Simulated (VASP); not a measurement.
## MoS2: single point with r2SCAN

The system is MoS2.

```
CELL_PARAMETERS angstrom
3.22747 0.00000 0.00000
-1.61373 2.79507 0.00000
0.00000 0.00000 6.31247
ATOMIC_POSITIONS crystal
Mo 0.00000 0.00000 0.50000
S 0.33333 0.66667 0.25532
S 0.66667 0.33333 0.74468
```

* Program: VASP 6.6.1
* Task: single point
* Functional: r2SCAN
* Potentials or basis: VASP PAW PBE potentials, release 64 (Mo_sv, S)
* Cutoff: 520 eV
* k mesh: 6 × 6 × 3
* Occupations: methfessel-paxton, width 0.05 eV
* Spin: no spin polarisation
* Dipole correction: no
* Further INCAR settings: ALGO = Normal; EDIFF = 1e-06; NBANDS = 20

The pressure is 0.0 GPa and the largest force is 0.049 eV/Å. The band gap on the k mesh is zero (band 13 reaches 7.53 eV, above the bottom of band 14 at 6.37 eV).

Forces in eV/Å, atoms in the order of the input:
```
Mo   0.000  0.000  0.000
S    0.000  0.000 -0.049
S    0.000  0.000  0.049
```

Stress tensor (GPa, compression positive):
```
-0.19  0.00  0.00
 0.00 -0.19  0.00
 0.00  0.00  0.42
```

Levels at points of the mesh, in eV from the Fermi level:
```tsv
k point	band 11	band 12	band 13	band 14	band 15	band 16
(0.00, 0.00, 0.00)	-1.16	-1.10	-1.10	-0.50	-0.50	3.25
(0.50, 0.00, 0.00)	-3.50	-2.02	-1.87	0.88	1.71	3.69
```

It took 100 s on 1 thread of Intel Xeon 8259CL, on a shared host, peak memory 0.18 GiB.

Caveat: the k points lie up to 0.37 Å⁻¹ apart; the PAW data sets were made with another functional, which shifts forces and pressure a little.
